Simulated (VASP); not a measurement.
# Ti3Sn (Pm-3m) in VASP: relaxation of cell and atoms with LDA

Aim: the relaxation of cell and atoms of Ti3Sn with LDA.

All numbers are computed with VASP 6.6.1; they aren't measurements. Logs are shortened: lines on timing, memory, paths and dates and some standing lists are left out, and cuts for length are marked.

**1. The cell of the first run**

Symmetry: Pm-3m, No. 221, cubic system. Conventional cell: a = 4.160 Å, b = 4.160 Å, c = 4.160 Å, α = 90.00°, β = 90.00°, γ = 90.00°. Within 3.9 Å of Sn (site symmetry m-3m) lie 12 Ti at 2.94 Å. Ti (site symmetry 4/mmm) has 4 Sn at 2.94 Å and 8 Ti at 2.94 Å within 3.9 Å.

**2. Relaxation of cell and atoms, LDA**

Contents of INCAR:

```
PREC = Accurate ; ENCUT = 500
EDIFF = 1E-7 ; ISMEAR = 0
SIGMA = 0.05 ; LREAL = F
LASPH = T ; NELM = 120
ALGO = Normal ; ISIF = 3
LWAVE = F ; LCHARG = F
IBRION = 2 ; NSW = 80
EDIFFG = -0.02 ; GGA_COMPAT = F
NELMIN = 4
```

Contents of KPOINTS:

```
Automatic mesh
0
Gamma
  10 10 10
```

Contents of POSCAR:

```
Ti3Sn
1.0
    4.1600000000      0.0000000000      0.0000000000
    0.0000000000      4.1600000000      0.0000000000
    0.0000000000      0.0000000000      4.1600000000
Sn Ti
1 3
Direct
    0.0000000000      0.0000000000      0.0000000000
    0.0000000000      0.5000000000      0.5000000000
    0.5000000000      0.0000000000      0.5000000000
    0.5000000000      0.5000000000      0.0000000000
```

Potentials or basis: VASP PAW LDA potentials, release 64 (Sn_d, Ti_sv).

On the command line:

```sh
cat potpaw_LDA.64/Sn_d/POTCAR potpaw_LDA.64/Ti_sv/POTCAR > POTCAR
mpirun -np 1 vasp_std > vasp.out
```

OUTCAR:

```text
PREC = Accurate
   ENCUT = 500
   EDIFF = 1E-7
   ISMEAR = 0
   LREAL = F
   LASPH = T
   NELM = 120
   ISIF = 3
   IBRION = 2
   NSW = 80
   EDIFFG = -0.02
   NELMIN = 4

 ion  position               nearest neighbor table
   1  0.000  0.000  0.000-   2 2.94   3 2.94   4 2.94   2 2.94   3 2.94   2 2.94   4 2.94   2 2.94
                             3 2.94   4 2.94   3 2.94   4 2.94
   2  0.000  0.500  0.500-   1 2.94   1 2.94   1 2.94   1 2.94
   3  0.500  0.000  0.500-   1 2.94   1 2.94   1 2.94   1 2.94
   4  0.500  0.500  0.000-   1 2.94   1 2.94   1 2.94   1 2.94

  LATTYP: Found a simple cubic cell.
 ALAT       =     4.1600000000

  Lattice vectors:

 A1 = (   4.1600000000,   0.0000000000,   0.0000000000)
 A2 = (   0.0000000000,   4.1600000000,   0.0000000000)
 A3 = (   0.0000000000,   0.0000000000,   4.1600000000)

Analysis of symmetry for initial positions (statically):
=====================================================================
 Subroutine PRICEL returns:
 Original cell was already a primitive cell.

 Routine SETGRP: Setting up the symmetry group for a
 simple cubic supercell.

 Subroutine GETGRP returns: Found 48 space group operations
 (whereof 48 operations were pure point group operations)
 out of a pool of 48 trial point group operations.

The static configuration has the point symmetry O_h .

Analysis of symmetry for dynamics (positions and initial velocities):
=====================================================================
 Subroutine PRICEL returns:
 Original cell was already a primitive cell.

 Routine SETGRP: Setting up the symmetry group for a
 simple cubic supercell.

 Subroutine GETGRP returns: Found 48 space group operations
 (whereof 48 operations were pure point group operations)
 out of a pool of 48 trial point group operations.

The dynamic configuration has the point symmetry O_h .

 Subroutine INISYM returns: Found 48 space group operations
 (whereof 48 operations are pure point group operations),
 and found     1 'primitive' translations

----------------------------------------------------------------------------------------

                                     Primitive cell

  volume of cell :      71.9913

  direct lattice vectors                    reciprocal lattice vectors
     4.160000000  0.000000000  0.000000000     0.240384615  0.000000000  0.000000000
     0.000000000  4.160000000  0.000000000     0.000000000  0.240384615  0.000000000
     0.000000000  0.000000000  4.160000000     0.000000000  0.000000000  0.240384615

  length of vectors
     4.160000000  4.160000000  4.160000000     0.240384615  0.240384615  0.240384615

  position of ions in fractional coordinates (direct lattice)
     0.000000000  0.000000000  0.000000000
     0.000000000  0.500000000  0.500000000
     0.500000000  0.000000000  0.500000000
     0.500000000  0.500000000  0.000000000

  ion indices of the primitive-cell ions
   primitive index   ion index
                 1           1
                 2           2
                 3           3
                 4           4

----------------------------------------------------------------------------------------

 KPOINTS: Automatic mesh

Automatic generation of k-mesh.
 Grid dimensions read from file:
 generate k-points for:   10   10   10

 Generating k-lattice:

  Cartesian coordinates                     Fractional coordinates (reciprocal lattice)
     0.024038462  0.000000000  0.000000000     0.100000000  0.000000000  0.000000000
     0.000000000  0.024038462  0.000000000     0.000000000  0.100000000  0.000000000
     0.000000000  0.000000000  0.024038462     0.000000000  0.000000000  0.100000000

  Length of vectors
     0.024038462  0.024038462  0.024038462

  Shift w.r.t. Gamma in fractional coordinates (k-lattice)
     0.000000000  0.000000000  0.000000000

 Subroutine IBZKPT returns following result:
 ===========================================

 Found     56 irreducible k-points:

 Following reciprocal coordinates:
            Coordinates               Weight
  0.000000  0.000000  0.000000      1.000000
  0.100000  0.000000  0.000000      6.000000
  0.200000  0.000000  0.000000      6.000000
  0.300000  0.000000  0.000000      6.000000
  0.400000  0.000000  0.000000      6.000000
  0.500000  0.000000  0.000000      3.000000
[... 16 lines left out ...]
  0.200000  0.100000  0.100000     24.000000
  0.300000  0.100000  0.100000     24.000000
 [... further k-points ...]
   k-points           NKPTS =     56   k-points in BZ     NKDIM =     56   number of bands    NBANDS=     30
   number of dos      NEDOS =    301   number of ions     NIONS =      4
   total plane-waves  NPLWV =  27000
   dimension x,y,z NGX =    30 NGY =   30 NGZ =   30
   dimension x,y,z NGXF=    60 NGYF=   60 NGZF=   60
   ions per type =               1   3
   NGX,Y,Z   is equivalent  to a cutoff of  11.99, 11.99, 11.99 a.u.
   NGXF,Y,Z  is equivalent  to a cutoff of  23.98, 23.98, 23.98 a.u.
 SYSTEM =  unknown system
   PREC   = accura    normal or accurate (medium, high low for compatibility)
   ISTART =      0    job   : 0-new  1-cont  2-samecut
   ICHARG =      2    charge: 1-file 2-atom 10-const
   ISPIN  =      1    spin polarized calculation?
   LNONCOLLINEAR =      F non collinear calculations
   LSORBIT =      F    spin-orbit coupling
   LASPH  =      T    aspherical Exc in radial PAW
   ENCUT  =  500.0 eV  36.75 Ry    6.06 a.u.   7.58  7.58  7.58*2*pi/ulx,y,z
   NELM   =    120;   NELMIN=  4; NELMDL= -5     # of ELM steps
   EDIFF  = 0.1E-06   stopping-criterion for ELM
   LREAL  =      F    real-space projection
   EDIFFG = -.2E-01   stopping-criterion for IOM
   NSW    =     80    number of steps for IOM
   IBRION =      2    ionic relax: 0-MD 1-quasi-New 2-CG
   NFREE  =      1    steps in history (QN), initial steepest desc. (CG)
   ISIF   =      3    stress and relaxation
   ISYM   =      2    0-nonsym 1-usesym 2-fastsym
   POTIM  = 0.5000    time-step for ionic-motion
   TEBEG  =    0.0;   TEEND  =   0.0 temperature during run
   PSTRESS=    0.0 pullay stress
   NELECT =      50.0000    total number of electrons
   NUPDOWN=      -1.0000    fix difference up-down
   EMIN   =  10.00;   EMAX   =-10.00  energy-range for DOS
   EFERMI =   0.00;   METHOD = LEGACY
   ISMEAR =     0;   SIGMA  =   0.05  broadening in eV -4-tet -1-fermi 0-gaus
   EFERMI_NEDOS =   21; number of points for ismear=-14 and -15
   IALGO  =     38    algorithm
   IMIX   =      4    mixing-type and parameters
     AMIX     =   0.40;   BMIX     =  1.00
     AMIX_MAG =   1.60;   BMIX_MAG =  1.00
  volume/ion in A,a.u.               =      18.00       121.46
  Fermi-wavevector in a.u.,A,eV,Ry     =   1.449789  2.739704 28.597929  2.101888
  Thomas-Fermi vector in A             =   2.567476
   LORBIT       =      0    0 simple, 1 ext, 2 COOP (PROOUT), +10 PAW based schemes
   GGA     = CA    functional components
   LHFCALC =     F    Hartree Fock is set to
   AEXX    =    0.0000 exact exchange contribution
   IVDW    =     0    specifies the selected vdW correction
   LEPSILON=     F    determine dielectric tensor
   LRPA    =     F    only Hartree local field effects (RPA)
 conjugate gradient relaxation of ions
 non-spin polarized calculation
 Gauss-broadening in eV      SIGMA  =   0.05
  energy-cutoff  :      500.00
  volume of cell :       71.99
 maximum number of plane-waves:      1856
   NGX = 15   NGY = 15   NGZ = 15

--------------------------------------- Ionic step        1  -------------------------------------------

 number of electron      50.0000001 magnetization

 Free energy of the ion-electron system (eV)
  ---------------------------------------------------
  ext. energy  EPLUGINS =         0.00000000
  ---------------------------------------------------
  free energy    TOTEN  =       -31.32695083 eV

  energy without entropy =      -31.32001541  energy(sigma->0) =      -31.32348312

------------------------ aborting loop because EDIFF is reached ----------------------------------------

  FORCE on cell =-STRESS in cart. coord.  units (eV):
  Direction    XX          YY          ZZ          XY          YZ          ZX
  --------------------------------------------------------------------------------------
  -------------------------------------------------------------------------------------
  Total       -3.4750165     -3.4750165     -3.4750165      0.0000000     -0.0000000      0.0000000
  in kB      -77.3370243    -77.3370243    -77.3370243      0.0000000     -0.0000000      0.0000000
  external PRESSURE =     -77.3370243 kB  Pullay stress =       0.0000000 kB

 VOLUME and BASIS-vectors are now :
 -----------------------------------------------------------------------------
  energy-cutoff  :      500.00
  volume of cell :       71.99
      direct lattice vectors                 reciprocal lattice vectors
     4.160000000  0.000000000  0.000000000     0.240384615  0.000000000  0.000000000
     0.000000000  4.160000000  0.000000000     0.000000000  0.240384615  0.000000000
     0.000000000  0.000000000  4.160000000     0.000000000  0.000000000  0.240384615

 POSITION                                       TOTAL-FORCE (eV/Angst)
 -----------------------------------------------------------------------------------
      0.00000      0.00000      0.00000         0.000000      0.000000      0.000000
      0.00000      2.08000      2.08000         0.000000      0.000000      0.000000
      2.08000      0.00000      2.08000         0.000000      0.000000      0.000000
      2.08000      2.08000      0.00000         0.000000      0.000000      0.000000
 -----------------------------------------------------------------------------------
    total drift:                                0.000000      0.000000     -0.000000

  FREE ENERGIE OF THE ION-ELECTRON SYSTEM (eV)
  ---------------------------------------------------
  free  energy   TOTEN  =       -31.3269508266 eV

  energy  without entropy=      -31.3200154087  energy(sigma->0) =      -31.32348312

--------------------------------------- Ionic step        2  -------------------------------------------

 number of electron      50.0000006 magnetization

 E-fermi :  10.7566     XC(G=0): -12.5339

 val. band max:       10.7554439611   @ k =   0.4000   0.2000   0.1000
 cond. band min:      10.7659476194   @ k =   0.1000   0.1000   0.0000
 fundamental gap:      0.0105036583
 Fermi energy:        10.7566130804

 k-point     1 :       0.0000    0.0000    0.0000
  band No.  band energies     occupation
      1     -45.1742      2.00000
      2     -44.9850      2.00000
      3     -44.9850      2.00000
      4     -22.0709      2.00000
      5     -22.0709      2.00000
      6     -22.0709      2.00000
[... 805 lines left out ...]
 POSITION                                       TOTAL-FORCE (eV/Angst)
 -----------------------------------------------------------------------------------
      0.00000      0.00000      0.00000         0.000000      0.000000      0.000000
     -0.00000      1.99283      1.99283        -0.000000     -0.000000      0.000000
      1.99283     -0.00000      1.99283        -0.000000     -0.000000      0.000000
      1.99283      1.99283      0.00000         0.000000      0.000000      0.000000
 -----------------------------------------------------------------------------------
    total drift:                                0.000000      0.000000     -0.000000

  FREE ENERGIE OF THE ION-ELECTRON SYSTEM (eV)
  ---------------------------------------------------
  free  energy   TOTEN  =       -31.3381088210 eV

  energy  without entropy=      -31.3312901557  energy(sigma->0) =      -31.33469949

--------------------------------------- Ionic step        3  -------------------------------------------

 number of electron      50.0000016 magnetization

 Free energy of the ion-electron system (eV)
  ---------------------------------------------------
  ext. energy  EPLUGINS =         0.00000000
  ---------------------------------------------------
  free energy    TOTEN  =       -31.44603435 eV

  energy without entropy =      -31.43915668  energy(sigma->0) =      -31.44259551

 E-fermi :   9.9477     XC(G=0): -12.2166

 val. band max:        9.9423953055   @ k =   0.2000   0.0000   0.0000
 cond. band min:       9.9633537771   @ k =   0.4000   0.2000   0.1000
 fundamental gap:      0.0209584716
 Fermi energy:         9.9477038584

 k-point     1 :       0.0000    0.0000    0.0000
  band No.  band energies     occupation
      1     -46.0875      2.00000
      2     -45.9402      2.00000
      3     -45.9402      2.00000
      4     -22.9355      2.00000
      5     -22.9355      2.00000
      6     -22.9355      2.00000
[... 805 lines left out ...]
 POSITION                                       TOTAL-FORCE (eV/Angst)
 -----------------------------------------------------------------------------------
      0.00000      0.00000      0.00000         0.000000      0.000000      0.000000
     -0.00000      2.03445      2.03445        -0.000000     -0.000000      0.000000
      2.03445     -0.00000      2.03445        -0.000000     -0.000000      0.000000
      2.03445      2.03445      0.00000         0.000000      0.000000      0.000000
 -----------------------------------------------------------------------------------
    total drift:                                0.000000      0.000000     -0.000000

  FREE ENERGIE OF THE ION-ELECTRON SYSTEM (eV)
  ---------------------------------------------------
  free  energy   TOTEN  =       -31.4460343540 eV

  energy  without entropy=      -31.4391566753  energy(sigma->0) =      -31.44259551

 reached required accuracy - stopping structural energy minimisation
```

It took 5.1 min on 1 thread of Oxide Virtual Turin-like, shared host; peak memory 0.19 GiB.

Results:

```
Free energy                           : -31.4460 eV
Relaxed volume                        : 16.84 Å³/atom
Relaxed cell                          : a = 4.069 Å, b = 4.069 Å, c = 4.069 Å, α = 90.00°, β = 90.00°, γ = 90.00°
Space group after relaxing (to 0.1 Å) : Pm-3m (No. 221)
Energy gained by relaxing             : 29.8 meV/atom
Ionic steps                           : 3
Pressure after relaxing               : -0.1 GPa
Band gap on the k mesh                : zero (bands 25 and 26 overlap by 0.76 eV)
```

The path:
```
step  energy change (eV)  largest force (eV/Å)  pressure (GPa)  volume (Å³)
   1              0.0000                0.0000           -7.73        71.99
   2             -0.0112                0.0000            9.06        63.31
   3             -0.1191                0.0000           -0.07        67.36
```

Final structure:
```
Sn Ti
1.0
     4.06890    0.00000    0.00000
     0.00000    4.06890    0.00000
     0.00000    0.00000    4.06890
Sn Ti
1 3
Direct
  0.00000 0.00000 0.00000
  0.00000 0.50000 0.50000
  0.50000 0.00000 0.50000
  0.50000 0.50000 0.00000
```

Levels at points of the mesh, in eV from the Fermi level:
| k point | band 22 | band 23 | band 24 | band 25 | band 26 | band 27 | band 28 | band 29 |
| --- | --- | --- | --- | --- | --- | --- | --- | --- |
| (0.00, 0.00, 0.00) | -1.26 | -1.26 | -1.26 | -0.31 | -0.31 | -0.31 | 1.57 | 1.57 |
| (0.50, 0.00, 0.00) | -2.01 | -0.82 | -0.59 | 0.38 | 0.38 | 0.54 | 0.84 | 1.61 |
| (0.50, 0.50, 0.00) | -1.48 | -0.52 | -0.45 | -0.45 | 0.55 | 0.55 | 1.35 | 1.39 |
| (0.50, 0.50, 0.50) | -2.06 | -2.06 | -2.06 | 0.45 | 0.45 | 0.45 | 0.83 | 1.60 |

Caveat: spin-orbit coupling is left out, which moves the levels of the heavy elements.

The gap in the log of VASP goes by the Fermi energy; the results here count the filled bands.